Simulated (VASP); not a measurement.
## MnO: single point with PBE

MnO:

```
Mn O
1.0
     0.00000    2.22200    2.22200
     2.22200    0.00000    2.22200
     2.22200    2.22200    0.00000
Mn O
1 1
Direct
  0.00000 0.00000 0.00000
  0.50000 0.50000 0.50000
```

| Quantity | Value |
| --- | --- |
| Program | VASP 6.6.1 |
| Task | single point |
| Functional | PBE |
| Potentials or basis | VASP PAW PBE potentials, release 64 (Mn_pv, O) |
| Cutoff | 600 eV |
| k mesh | 8 × 8 × 8 |
| Occupations | fermi-dirac, width 0.05 eV |
| Spin | no spin polarisation |

```yaml
Pressure: -33.6 GPa
```

Levels at points of the mesh, in eV from the Fermi level:
```
           k point  band 8  band 9  band 10  band 11  band 12  band 13
(0.00, 0.00, 0.00)   -1.14   -1.14    -1.14    -0.58    -0.58     0.40
(0.50, 0.00, 0.00)   -0.15   -0.15     0.01     1.73     1.73     4.40
(0.50, 0.50, 0.00)   -2.31   -0.11     0.15     0.19     0.19     6.31
```

Wall time 28 s on 1 thread of AMD EPYC 7R43 64-Core Processor (Zen 3), with other jobs on the host, peak memory 0.12 GiB.

Caveat: an odd number of electrons without spin polarisation forces a metal; a magnetic or distorted state may lie lower; the run has no spin polarisation, though such a crystal can be magnetic; semilocal functionals often make such compounds metallic where correlation or magnetic order opens a gap, which also shifts bond lengths. With open d or f shells a metallic result of PBE can be an artefact of self-interaction; +U or a hybrid may open a gap.
